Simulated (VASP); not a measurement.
Set up this calculation in VASP 6.6.1, as the native input.

| Property | Result |
| --- | --- |
| Task | electric field gradients |
| Functional | LDA |
| Potentials or basis | VASP PAW LDA potentials, release 64 (Bi_d, Te) |
| Cutoff | 520 eV |
| k mesh | 10 × 10 × 10 |
| Occupations | fermi-dirac, width 0.08 eV |
| Spin | no spin polarisation |
| Dipole correction | no |
| Further INCAR settings | ALGO = Normal; EDIFF = 1e-08; NBANDS = 18 |

The structure of BiTe lies in POSCAR:

```
BiTe
1.0
    0.0000000000      3.2026500000      3.2350000000
    3.2026500000      0.0000000000      3.2350000000
    3.2026500000      3.2026500000      0.0000000000
Bi Te
1 1
Direct
    0.0000000000      0.0000000000      0.0000000000
    0.5000000000      0.5000000000      0.5000000000
```

This cell differs from its parent crystal: equal xx and yy strain of -1 %.

These files were run (other wordings do the same):

INCAR

```
SYSTEM = BiTe
PREC = Accurate
ENCUT = 520
EDIFF = 1E-8
ISMEAR = -1
SIGMA = 0.08
LREAL = .False.
LASPH = .True.
NELM = 80
ALGO = Normal
ISIF = 2
LWAVE = .False.
LCHARG = .False.
GGA = CA
LEFG = .True.
NBANDS = 18
```

KPOINTS

```
Automatic mesh
0
Gamma
  10 10 10
  0 0 0
```

Potentials or basis: VASP PAW LDA potentials, release 64 (Bi_d, Te).

The run is started by

```bash
$ cat potpaw_LDA.64/Bi_d/POTCAR potpaw_LDA.64/Te/POTCAR > POTCAR
$ mpirun -np 1 vasp_std > vasp.out
```

It gave:

- Pressure: -1.8 GPa

Caveat: the cell differs from its parent crystal (equal xx and yy strain of -1 %); without QUAD_EFG the Cq values of the log hold for a quadrupole moment of 1 mb, not for the nuclei.

It took 90 s on 1 thread of AMD EPYC 9R45 96-Core Processor (Zen 5) (shared host), peak memory 0.23 GiB.
